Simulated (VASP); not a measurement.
Wanted: the native input for a VASP 6.6.1 run.

| Quantity | Value |
| --- | --- |
| Task | electric field gradients |
| Functional | PBE |
| Potentials or basis | VASP PAW PBE potentials, release 64 (C) |
| Cutoff | 520 eV |
| k mesh | 17 × 17 × 9 |
| Occupations | fermi-dirac, width 0.03 eV |
| Spin | no spin polarisation |
| Dipole correction | no |
| Further INCAR settings | ALGO = Normal; EDIFF = 1e-08; NBANDS = 11 |

The structure of C lies in POSCAR:

```
C
1.0
    2.1302003983      0.0000000000      0.0000000000
   -1.0651001991      1.8448076601      0.0000000000
    0.0000000000      0.0000000000      3.5414822596
C
2
Direct
    0.3333333333      0.6666666667      0.2500000000
    0.6666666667      0.3333333333      0.7500000000
```

These files were run (other wordings do the same):

INCAR

```
PREC = Accurate
ENCUT = 520
EDIFF = 1E-8
ISMEAR = -1
SIGMA = 0.03
LREAL = False
LASPH = True
NELM = 120
ALGO = Normal
ISIF = 2
LWAVE = False
LCHARG = False
GGA = PE
LEFG = True
NBANDS = 11
GGA_COMPAT = False
```

KPOINTS

```
Automatic mesh
0
Gamma
  17 17 9
```

Potentials or basis: VASP PAW PBE potentials, release 64 (C).

Launch:

```bash
$ cat potpaw_PBE.64/C/POTCAR > POTCAR
$ mpirun -np 1 vasp_std > vasp.out
```

It gave:

* Pressure: 0.1 GPa
* Band gap on the k mesh: zero (band 4 reaches 15.06 eV, above the bottom of band 5 at 4.30 eV)

Caveat: without QUAD_EFG the Cq values of the log hold for a quadrupole moment of 1 mb, not for the nuclei.

Wall time 6.1 s on 1 thread of Intel(R) Xeon(R) 6975P-C (Granite Rapids) (shared host), peak memory 0.13 GiB.
